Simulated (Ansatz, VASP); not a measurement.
**BN: VASP beside Ansatz**

```
B N
1.0
     2.56914    0.00000    0.00000
    -1.28457    2.22494    0.00000
     0.00000    0.00000    4.24948
B N
2 2
Cartesian
  1.2846 0.7416 0.0009
  0.0000 1.4833 2.1256
  1.2846 0.7416 1.5927
  0.0000 1.4833 3.7174
```

Alike in both runs: task single point; functional r2SCAN; k mesh 9 × 9 × 6; no spin polarisation.

|  | VASP | Ansatz |
| --- | --- | --- |
| version | VASP 6.6.1 | Ansatz 0.2.0 |
| potentials or method | VASP PAW PBE potentials, release 64 (B, N) | plane waves, PAW |
| plane-wave cutoff (eV) | 520 | 500 |
| occupations | gaussian, width 0.01 eV | fixed |
| valence electrons in the cell | 16 | 16 |

```csv
,VASP,Ansatz,Ansatz less VASP
gap on the k mesh at the Fermi level (eV),5.76,5.79,+0.031
pressure (GPa),-10.0,-11.0,-1.00
"traceless stress, the component that is largest in VASP (GPa)",-0.10,-0.09,+0.005
rms of the force components (eV/Å),0.012,0.013,+0.0018
```

VASP's potentials were made for PBE, not for r2SCAN. Atom by atom the forces differ by 0.002 eV/Å (rms over components).
